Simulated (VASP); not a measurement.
Input of a VASP 6.6.1 run:

File INCAR:

```
SYSTEM = Ta2Sn3
PREC = Accurate ; ENCUT = 520
EDIFF = 1E-7 ; ISMEAR = 0
SIGMA = 0.2 ; LREAL = .FALSE.
LASPH = .TRUE. ; NELM = 80
ALGO = Fast ; ISIF = 2
LWAVE = .FALSE. ; LCHARG = .FALSE.
GGA = PE ; NBANDS = 40
```

Contents of KPOINTS:

```
Automatic mesh
0
G
  6 6 6
  0 0 0
```

Contents of POSCAR:

```
Ta2Sn3
1.0
   -1.8254295294      1.8254295294      7.8488024358
    1.8254295294     -1.8254295294      7.8488024358
    1.8254295294      1.8254295294     -7.8488024358
Ta Sn
2 3
Direct
    0.4065333002      0.4065333002      0.0000000000
    0.5934666998      0.5934666998      0.0000000000
    0.8073682454      0.8073682454      0.0000000000
    0.1926317546      0.1926317546      0.0000000000
    0.0000000000      0.0000000000      0.0000000000
```

Potentials or basis: VASP PAW PBE potentials, release 64 (Ta_pv, Sn_d).

Command:

```sh
$ cat potpaw_PBE.64/Ta_pv/POTCAR potpaw_PBE.64/Sn_d/POTCAR > POTCAR
$ mpirun -np 1 vasp_std > vasp.out
```

**Question.** Estimate the pressure.

**Answer.** 0.1 GPa.

**Question.** Predict the largest force.

**Answer.** 0.029 eV/Å.

**Question.** Predict the band gap on the k mesh.

**Answer.** Zero (bands 32 and 33 overlap by 0.52 eV).

Forces on the atoms (eV/Å):
```
Ta   0.000  0.000 -0.023
Ta   0.000  0.000  0.023
Sn   0.000  0.000  0.029
Sn   0.000  0.000 -0.029
Sn   0.000  0.000  0.000
```

Caveat: spin-orbit coupling is left out, which moves the levels of the heavy elements.
